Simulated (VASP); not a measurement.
# LiSi16 (a cell with a defect) in VASP: relaxation of the atoms with PBE+D3(BJ)

Aim: the relaxation of the atoms of LiSi16 (a cell with a defect) with PBE+D3(BJ).

All numbers are computed with VASP 6.6.1; they aren't measurements. Logs are shortened: lines on timing, memory, paths and dates and some standing lists are left out, and cuts for length are marked.

### 1 The cell of the first run

The cell holds a defect, 17 atoms: a = 7.679 Å, b = 7.679 Å, c = 7.679 Å, α = 60.00°, β = 60.00°, γ = 60.00°.

### 2 Relaxation of the atoms, PBE+D3(BJ), collinear spin

File INCAR:

```
SYSTEM = LiSi16
PREC = Accurate ; ENCUT = 520
EDIFF = 1E-6 ; ISMEAR = -1
SIGMA = 0.02 ; LREAL = Auto
LASPH = .True. ; NELM = 150
ALGO = Normal ; ISIF = 2
LWAVE = .False. ; LCHARG = .False.
ISPIN = 2 ; MAGMOM = 0 0 0 0 0 0 0 0 0 0 0 0 0 0 0 0 1
LORBIT = 11 ; GGA = PE
IVDW = 12 ; IBRION = 2
NSW = 45 ; EDIFFG = -0.08
KPAR = 2
```

File KPOINTS:

```
Automatic mesh
0
Gamma
  2 2 2
  0 0 0
```

File POSCAR:

```
LiSi16
1.0
    0.0000000000      5.4300000000      5.4300000000
    5.4300000000      0.0000000000      5.4300000000
    5.4300000000      5.4300000000      0.0000000000
Si Li
16 1
Direct
    0.0000000000      0.0000000000      0.0000000000
    0.1250000000      0.1250000000      0.1250000000
    0.0000000000      0.0000000000      0.5000000000
    0.1250000000      0.1250000000      0.6250000000
    0.0000000000      0.5000000000      0.0000000000
    0.1250000000      0.6250000000      0.1250000000
    0.0000000000      0.5000000000      0.5000000000
    0.1250000000      0.6250000000      0.6250000000
    0.5000000000      0.0000000000      0.0000000000
    0.6250000000      0.1250000000      0.1250000000
    0.5000000000      0.0000000000      0.5000000000
    0.6250000000      0.1250000000      0.6250000000
    0.5000000000      0.5000000000      0.0000000000
    0.6250000000      0.6250000000      0.1250000000
    0.5000000000      0.5000000000      0.5000000000
    0.6250000000      0.6250000000      0.6250000000
    0.2546542000      0.7606008000      0.2432323000
```

Potentials or basis: VASP PAW PBE potentials, release 64 (Si, Li_sv).

Started as:

```console
$ cat potpaw_PBE.64/Si/POTCAR potpaw_PBE.64/Li_sv/POTCAR > POTCAR
$ mpirun -np 4 vasp_std > vasp.out
```

OUTCAR:

```text
SYSTEM = LiSi16
   PREC = Accurate
   ENCUT = 520
   EDIFF = 1E-6
   ISMEAR = -1
   LREAL = Auto
   LASPH = .True.
   NELM = 150
   ISIF = 2
   ISPIN = 2
   LORBIT = 11
   GGA = PE
   IVDW = 12
   IBRION = 2
   NSW = 45
   EDIFFG = -0.08
 IVDW          = 12

 ion  position               nearest neighbor table
   1  0.000  0.000  0.000-   2 2.35   4 2.35   6 2.35  10 2.35  17 2.70
   2  0.125  0.125  0.125-  17 2.29   3 2.35   5 2.35   9 2.35   1 2.35
   3  0.000  0.000  0.500-   2 2.35   4 2.35   8 2.35  12 2.35  17 2.70
   4  0.125  0.125  0.625-   1 2.35   3 2.35   7 2.35  11 2.35
   5  0.000  0.500  0.000-   2 2.35   6 2.35   8 2.35  14 2.35
   6  0.125  0.625  0.125-   1 2.35   5 2.35   7 2.35  13 2.35  17 2.41
   7  0.000  0.500  0.500-   4 2.35   6 2.35   8 2.35  16 2.35  17 2.80
   8  0.125  0.625  0.625-   3 2.35   5 2.35   7 2.35  15 2.35  17 2.39
   9  0.500  0.000  0.000-   2 2.35  10 2.35  12 2.35  14 2.35  17 2.63
  10  0.625  0.125  0.125-   1 2.35   9 2.35  11 2.35  13 2.35
  11  0.500  0.000  0.500-   4 2.35  10 2.35  12 2.35  16 2.35
  12  0.625  0.125  0.625-   3 2.35   9 2.35  11 2.35  15 2.35
  13  0.500  0.500  0.000-   6 2.35  10 2.35  14 2.35  16 2.35  17 2.74
  14  0.625  0.625  0.125-  17 2.32   9 2.35  13 2.35  15 2.35   5 2.35
  15  0.500  0.500  0.500-   8 2.35  12 2.35  14 2.35  16 2.35  17 2.73
  16  0.625  0.625  0.625-   7 2.35  11 2.35  13 2.35  15 2.35
  17  0.255  0.761  0.243-   2 2.29  14 2.32   8 2.39   6 2.41   9 2.63   3 2.70   1 2.70  15 2.73
                            13 2.74   7 2.80

  LATTYP: Found a face centered cubic cell.
 ALAT       =    10.8600000000

  Lattice vectors:

 A1 = (   0.0000000000,   5.4300000000,   5.4300000000)
 A2 = (   5.4300000000,   0.0000000000,   5.4300000000)
 A3 = (   5.4300000000,   5.4300000000,   0.0000000000)

Analysis of symmetry for initial positions (statically):
=====================================================================
 Subroutine PRICEL returns:
 Original cell was already a primitive cell.

 Routine SETGRP: Setting up the symmetry group for a
 face centered cubic supercell.

 Subroutine GETGRP returns: Found  1 space group operations
 (whereof  1 operations were pure point group operations)
 out of a pool of 48 trial point group operations.

The static configuration has the point symmetry C_1 .

Analysis of symmetry for dynamics (positions and initial velocities):
=====================================================================
 Subroutine PRICEL returns:
 Original cell was already a primitive cell.

 Routine SETGRP: Setting up the symmetry group for a
 face centered cubic supercell.

 Subroutine GETGRP returns: Found  1 space group operations
 (whereof  1 operations were pure point group operations)
 out of a pool of 48 trial point group operations.

The dynamic configuration has the point symmetry C_1 .

Analysis of structural, dynamic, and magnetic symmetry:
=====================================================================
 Subroutine PRICEL returns:
 Original cell was already a primitive cell.

 Routine SETGRP: Setting up the symmetry group for a
 face centered cubic supercell.

 Subroutine GETGRP returns: Found  1 space group operations
 (whereof  1 operations were pure point group operations)
 out of a pool of 48 trial point group operations.

The overall configuration has the point symmetry C_1 .

 Subroutine INISYM returns: Found  1 space group operations
 (whereof  1 operations are pure point group operations),
 and found     1 'primitive' translations

----------------------------------------------------------------------------------------

                                     Primitive cell

  volume of cell :     320.2060

  direct lattice vectors                    reciprocal lattice vectors
     0.000000000  5.430000000  5.430000000    -0.092081031  0.092081031  0.092081031
     5.430000000  0.000000000  5.430000000     0.092081031 -0.092081031  0.092081031
     5.430000000  5.430000000  0.000000000     0.092081031  0.092081031 -0.092081031

  length of vectors
     7.679179644  7.679179644  7.679179644     0.159489025  0.159489025  0.159489025

  position of ions in fractional coordinates (direct lattice)
     0.000000000  0.000000000  0.000000000
     0.125000000  0.125000000  0.125000000
     0.000000000  0.000000000  0.500000000
     0.125000000  0.125000000  0.625000000
     0.000000000  0.500000000  0.000000000
     0.125000000  0.625000000  0.125000000
[... 9 lines left out ...]
     0.625000000  0.625000000  0.625000000
     0.254654200  0.760600800  0.243232300

  ion indices of the primitive-cell ions
   primitive index   ion index
                 1           1
                 2           2
                 3           3
                 4           4
                 5           5
                 6           6
[... 9 lines left out ...]
                16          16
                17          17

----------------------------------------------------------------------------------------

 KPOINTS: Automatic mesh

Automatic generation of k-mesh.
 Grid dimensions read from file:
 generate k-points for:    2    2    2

 Generating k-lattice:

  Cartesian coordinates                     Fractional coordinates (reciprocal lattice)
    -0.046040516  0.046040516  0.046040516     0.500000000  0.000000000  0.000000000
     0.046040516 -0.046040516  0.046040516     0.000000000  0.500000000  0.000000000
     0.046040516  0.046040516 -0.046040516     0.000000000  0.000000000  0.500000000

  Length of vectors
     0.079744512  0.079744512  0.079744512

  Shift w.r.t. Gamma in fractional coordinates (k-lattice)
     0.000000000  0.000000000  0.000000000

 Subroutine IBZKPT returns following result:
 ===========================================

 Found      8 irreducible k-points:

 Following reciprocal coordinates:
            Coordinates               Weight
  0.000000  0.000000  0.000000      1.000000
  0.500000  0.000000  0.000000      1.000000
  0.000000  0.500000  0.000000      1.000000
  0.000000  0.000000  0.500000      1.000000
  0.500000  0.500000  0.500000      1.000000
  0.500000  0.500000  0.000000      1.000000
  0.000000  0.500000  0.500000      1.000000
  0.500000  0.000000  0.500000      1.000000
   k-points           NKPTS =      8   k-points in BZ     NKDIM =      8   number of bands    NBANDS=     44
   number of dos      NEDOS =    301   number of ions     NIONS =     17
   total plane-waves  NPLWV = 216000
   dimension x,y,z NGX =    60 NGY =   60 NGZ =   60
   dimension x,y,z NGXF=   120 NGYF=  120 NGZF=  120
   ions per type =              16   1
   NGX,Y,Z   is equivalent  to a cutoff of  12.99, 12.99, 12.99 a.u.
   NGXF,Y,Z  is equivalent  to a cutoff of  25.98, 25.98, 25.98 a.u.
 SYSTEM =  LiSi16
   PREC   = accura    normal or accurate (medium, high low for compatibility)
   ISTART =      0    job   : 0-new  1-cont  2-samecut
   ICHARG =      2    charge: 1-file 2-atom 10-const
   ISPIN  =      2    spin polarized calculation?
   LNONCOLLINEAR =      F non collinear calculations
   LSORBIT =      F    spin-orbit coupling
   LASPH  =      T    aspherical Exc in radial PAW
   ENCUT  =  520.0 eV  38.22 Ry    6.18 a.u.  14.28 14.28 14.28*2*pi/ulx,y,z
   NELM   =    150;   NELMIN=  2; NELMDL= -5     # of ELM steps
   EDIFF  = 0.1E-05   stopping-criterion for ELM
   LREAL  =      T    real-space projection
   EDIFFG = -.8E-01   stopping-criterion for IOM
   NSW    =     45    number of steps for IOM
   IBRION =      2    ionic relax: 0-MD 1-quasi-New 2-CG
   NFREE  =      1    steps in history (QN), initial steepest desc. (CG)
   ISIF   =      2    stress and relaxation
   ISYM   =      2    0-nonsym 1-usesym 2-fastsym
   POTIM  = 0.5000    time-step for ionic-motion
   TEBEG  =    0.0;   TEEND  =   0.0 temperature during run
   PSTRESS=    0.0 pullay stress
   NELECT =      67.0000    total number of electrons
   NUPDOWN=      -1.0000    fix difference up-down
   EMIN   =  10.00;   EMAX   =-10.00  energy-range for DOS
   EFERMI =   0.00;   METHOD = LEGACY
   ISMEAR =    -1;   SIGMA  =   0.02  broadening in eV -4-tet -1-fermi 0-gaus
   EFERMI_NEDOS =   21; number of points for ismear=-14 and -15
   IALGO  =     38    algorithm
   IMIX   =      4    mixing-type and parameters
     AMIX     =   0.40;   BMIX     =  1.00
     AMIX_MAG =   1.60;   BMIX_MAG =  1.00
  volume/ion in A,a.u.               =      18.84       127.11
  Fermi-wavevector in a.u.,A,eV,Ry     =   0.971904  1.836632 12.852022  0.944597
  Thomas-Fermi vector in A             =   2.102159
   LORBIT       =     11    0 simple, 1 ext, 2 COOP (PROOUT), +10 PAW based schemes
   GGA     = PE    functional components
   LHFCALC =     F    Hartree Fock is set to
   AEXX    =    0.0000 exact exchange contribution
   IVDW    =    12    specifies the selected vdW correction
   LEPSILON=     F    determine dielectric tensor
   LRPA    =     F    only Hartree local field effects (RPA)
 conjugate gradient relaxation of ions
 spin polarized calculation
  energy-cutoff  :      520.00
  volume of cell :      320.21
 maximum number of plane-waves:      8646
 NGX is ok and might be reduce to    60
   NGX = 29   NGY = 29   NGZ = 29

--------------------------------------- Ionic step        1  -------------------------------------------

 number of electron      67.0000004 magnetization       0.0521665

 number of electron      67.0000004 magnetization      -0.0008547

 Free energy of the ion-electron system (eV)
  ---------------------------------------------------
  ext. energy  EPLUGINS =         0.00000000
  ---------------------------------------------------
  free energy    TOTEN  =       -86.72288984 eV

  energy without entropy =      -86.71486459  energy(sigma->0) =      -86.71887722

------------------------ aborting loop because EDIFF is reached ----------------------------------------

 Edisp (eV)   -5.45660

 E8    (eV) :    -2.2605
[... 321 lines left out ...]
--------------------------------------- Ionic step        7  -------------------------------------------

 number of electron      67.0000001 magnetization      -0.0001463

 Free energy of the ion-electron system (eV)
  ---------------------------------------------------
  ext. energy  EPLUGINS =         0.00000000
  ---------------------------------------------------
  free energy    TOTEN  =       -86.86596277 eV

  energy without entropy =      -86.85713190  energy(sigma->0) =      -86.86154734

 E-fermi :   6.6620     XC(G=0):  -9.5299

 val. band max:        6.6593462859   @ k =   0.0000   0.0000   0.0000
 cond. band min:       6.8394501967   @ k =   0.0000   0.0000   0.0000
 fundamental gap:      0.1801039109
 Fermi energy:         6.6619548201

 spin component 1

 k-point     1 :       0.0000    0.0000    0.0000
  band No.  band energies     occupation
      1     -40.4668      1.00000
      2      -5.9809      1.00000
      3      -3.7462      1.00000
      4      -3.6552      1.00000
      5      -3.6545      1.00000
      6      -3.6532      1.00000
[... 365 lines left out ...]
     43      10.1706      0.00000
     44      10.2503      0.00000
 Fermi energy:         6.6619548201

 spin component 2

 k-point     1 :       0.0000    0.0000    0.0000
  band No.  band energies     occupation
      1     -40.4668      1.00000
      2      -5.9809      1.00000
      3      -3.7462      1.00000
      4      -3.6552      1.00000
      5      -3.6545      1.00000
      6      -3.6533      1.00000
[... 413 lines left out ...]
  FREE ENERGIE OF THE ION-ELECTRON SYSTEM (eV)
  ---------------------------------------------------
  free  energy   TOTEN  =       -92.3214266308 eV

  energy  without entropy=      -92.3125957565  energy(sigma->0) =      -92.31701119

 reached required accuracy - stopping structural energy minimisation

 total charge

# of ion       s       p       d       tot
------------------------------------------
    1        0.737   0.948   0.000   1.685
    2        0.745   0.964   0.000   1.709
    3        0.737   0.948   0.000   1.685
    4        0.743   0.954   0.000   1.697
    5        0.733   0.977   0.000   1.710
    6        0.745   0.965   0.000   1.709
[... 9 lines left out ...]
   16        0.743   0.954   0.000   1.697
   17        2.028   0.088   0.000   2.116
--------------------------------------------------
tot         13.869  15.398   0.000  29.267

 magnetization (x)

# of ion       s       p       d       tot
------------------------------------------
    1       -0.000   0.000   0.000  -0.000
    2       -0.000  -0.000   0.000  -0.000
    3       -0.000   0.000   0.000  -0.000
    4        0.000  -0.000   0.000  -0.000
    5        0.000   0.000   0.000   0.000
    6        0.000  -0.000   0.000  -0.000
[... 9 lines left out ...]
   16        0.000  -0.000   0.000  -0.000
   17        0.000   0.000   0.000   0.000
--------------------------------------------------
tot         -0.000  -0.000   0.000  -0.000
```

Run time: 9.4 min. Hardware: 4 MPI ranks of Intel Xeon Platinum 8488C (Sapphire Rapids), shared host; peak memory 0.46 GiB.

Results:

```
Free energy                                           : -92.3214 eV
Energy gained by relaxing                             : 8.3 meV/atom
Ionic steps                                           : 7
Largest force after relaxing                          : 0.065 eV/Å
Net moment                                            : 0.00 μB per cell
Valence electrons inside the program's atomic spheres : Si 1.69, 1.71, 1.70 (each value once); Li 2.12
Dispersion energy per atom                            : -0.321 eV
```

Forces in eV/Å, atoms in the order of the input:
```
Si   0.016  0.009  0.012
Si  -0.005  0.007  0.003
Si  -0.008 -0.015  0.011
Si   0.025 -0.026 -0.028
Si   0.010 -0.008  0.021
Si  -0.028 -0.030 -0.022
Si  -0.001  0.003  0.023
Si   0.030  0.028 -0.020
Si   0.004 -0.005  0.001
Si  -0.039 -0.039  0.032
Si  -0.005  0.004 -0.014
Si   0.039  0.040  0.033
Si   0.015  0.013  0.004
Si  -0.010  0.012  0.023
Si  -0.012 -0.014  0.002
Si  -0.017  0.017 -0.019
Li  -0.014  0.004 -0.062
```

Step by step:
| step | energy change (eV) | largest force (eV/Å) | pressure (GPa) |
| --- | --- | --- | --- |
| 1 | 0.0000 | 1.1793 | 0.88 |
| 2 | -0.1302 | 0.1947 | 0.67 |
| 3 | -0.1345 | 0.2032 | 0.67 |
| 4 | -0.1395 | 0.1588 | 0.67 |
| 5 | -0.1396 | 0.1583 | 0.67 |
| 6 | -0.1415 | 0.1059 | 0.67 |
| 7 | -0.1419 | 0.0648 | 0.67 |

Final structure:
```xyz
17
Lattice="0.0000 5.4300 5.4300 5.4300 0.0000 5.4300 5.4300 5.4300 0.0000" Properties=species:S:1:pos:R:3 pbc="T T T"
Si    5.4327   10.8419    5.4331
Si    1.3940    1.3209    1.3945
Si    2.7333    8.1425    5.4329
Si    4.0600    4.0851    1.3706
Si    8.1483    5.4282    2.7283
Si    4.0496    1.3341    4.0502
Si    5.4303    8.1451    8.1276
Si    6.8121    4.0966    4.0491
Si    5.4310    8.1440    2.7348
Si    1.3716    4.0864    4.0601
Si    8.1450    5.4299    8.1446
Si    4.0586    6.7733    4.0600
Si    8.1272    8.1466    5.4323
Si    4.0408    4.1042    6.8201
Si    5.4286    5.4480    5.4321
Si    6.7997    6.7754    6.8000
Li    5.4380    2.7114    5.4626
```

Caveat: the k points lie up to 0.50 Å⁻¹ apart; the cutoff is under 1.25 times the usual one of these potentials, so pressure, stress and relaxed cells hold a basis-set (Pulay) error; the relaxation stopped at a loose force limit of 0.08 eV/Å, so its end isn't a converged minimum.
